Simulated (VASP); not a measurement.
A run of VASP 6.6.1:

POSCAR

```
BeS
1.0
    0.0000000000      2.4035405130      2.4035405130
    2.4035405130      0.0000000000      2.4035405130
    2.4035405130      2.4035405130      0.0000000000
Be S
1 1
Direct
    0.0000000000      0.0000000000      0.0000000000
    0.7500000000      0.7500000000      0.7500000000
```

Contents of INCAR.step1:

```
PREC     = Accurate       # precision mode
ENCUT    = 520            # plane-wave cutoff, eV
ISMEAR   = 0              # smearing method
SIGMA    = 0.01           # smearing width, eV
LREAL    = False          # projectors in reciprocal space
LASPH    = True           # aspherical terms in the spheres
NELM     = 100            # most SCF steps
NBANDS   = 11             # bands
GGA      = PE             # functional
ALGO     = Normal         # electronic algorithm
EDIFF    = 1E-4           # SCF threshold, eV
LWAVE    = True           # write WAVECAR
LCHARG   = False          # write CHGCAR
```

The input INCAR.step2:

```
PREC     = Accurate       # precision mode
ENCUT    = 520            # plane-wave cutoff, eV
EDIFF    = 1E-7           # SCF threshold, eV
ISMEAR   = 0              # smearing method
SIGMA    = 0.01           # smearing width, eV
LREAL    = False          # projectors in reciprocal space
LASPH    = True           # aspherical terms in the spheres
NELM     = 100            # most SCF steps
ALGO     = Normal         # electronic algorithm
ISIF     = 2              # what is computed and relaxed
LWAVE    = False          # write WAVECAR
LCHARG   = False          # write CHGCAR
METAGGA  = R2SCAN         # meta-GGA
LMIXTAU  = True         
NBANDS   = 11             # bands
ISTART   = 1
```

The input KPOINTS:

```
Automatic mesh
0
Gamma
  8 8 8
```

Potentials or basis: VASP PAW PBE potentials, release 64 (Be, S).

The run is started by

```console
$ cat potpaw_PBE.64/Be/POTCAR potpaw_PBE.64/S/POTCAR > POTCAR
$ cp INCAR.step1 INCAR
$ mpirun -np 1 vasp_std > vasp.out
$ cp INCAR.step2 INCAR
$ mpirun -np 1 vasp_std > vasp.out
```

Hardware: 1 thread of Intel(R) Xeon(R) 6975P-C (Granite Rapids), on a shared host.

Question: How long does it take, and how much memory?

Answer: Run time: 46 s on 1 thread of Intel(R) Xeon(R) 6975P-C (Granite Rapids), with other jobs on the host, peak memory 0.16 GiB. Counts: k points 29.
